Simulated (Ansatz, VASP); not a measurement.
Two plane-wave programs on Bi2Se3

File INCAR:

```
ALGO = Normal
EDIFF = 1E-7
ENCUT = 520
GGA = PS
ISIF = 2
ISMEAR = 0
LASPH = True
LCHARG = False
LREAL = False
LWAVE = False
NBANDS = 32
NELM = 80
PREC = Accurate
SIGMA = 0.03
```

KPOINTS

```
k-points
0
Gamma
  12 12 12
```

POSCAR

```
Bi2Se3
1.0
    2.0380821743      1.1766872919      9.8609134446
   -2.0380821743      1.1766872919      9.8609134446
    0.0000000000     -2.3533745839      9.8609134446
Bi Se
2 3
Direct
    0.4008000000      0.4008000000      0.4008000000
    0.5992000000      0.5992000000      0.5992000000
    0.0000000000      0.0000000000      0.0000000000
    0.2117000000      0.2117000000      0.2117000000
    0.7883000000      0.7883000000      0.7883000000
```

Input for Ansatz:

```yaml
crystal:
  lattice:
    - [2.0380821743, 1.1766872919, 9.8609134446]
    - [-2.0380821743, 1.1766872919, 9.8609134446]
    - [0.0, -2.3533745839, 9.8609134446]
  atoms:
    - { symbol: Bi, position: [0.4008, 0.4008, 0.4008] }
    - { symbol: Bi, position: [0.5992, 0.5992, 0.5992] }
    - { symbol: Se, position: [0.0, 0.0, 0.0] }
    - { symbol: Se, position: [0.2117, 0.2117, 0.2117] }
    - { symbol: Se, position: [0.7883, 0.7883, 0.7883] }
basis:
  ecutwfc: 420
kpoints:
  mp_grid: { grid: [12, 12, 12] }
hamiltonian:
  xc: pbesol
scf:
  occupations: { method: gaussian, width: 0.03 }
output:
  forces: true
  stress: true
  eigenvalues: true
```

Alike in both runs: task single point; functional PBEsol; k mesh 12 × 12 × 12; occupations gaussian, width 0.03 eV; no spin polarisation.

|  | VASP | Ansatz |
| --- | --- | --- |
| version | VASP 6.6.1 | Ansatz 0.2.0 |
| potentials or method | VASP PAW PBE potentials, release 64 (Bi_d, Se), cutoff 520 eV | scalar-relativistic, plane waves, PAW |
| valence electrons in the cell | 48 | 78 |

```csv
,VASP,Ansatz,Ansatz less VASP
gap on the k mesh at the Fermi level (eV),0.29,0.29,+0.002
least direct gap on the mesh (eV),0.29,0.29,+0.002
pressure (GPa),-0.3,-0.3,-0.05
"traceless stress, the component that is largest in VASP (GPa)",-1.34,-1.35,-0.004
rms of the force components (eV/Å),0.077,0.074,-0.0024
```

VASP's potentials were made for PBE, not for PBEsol. Atom by atom the forces differ by 0.008 eV/Å (rms over components). With one functional, cell and mesh, what is left measures potentials, basis and numerics. VASP's potentials hold 48 valence electrons a cell and Ansatz's 78, so a difference there can come from the potentials and not from the codes.

Spin-orbit coupling is off throughout.
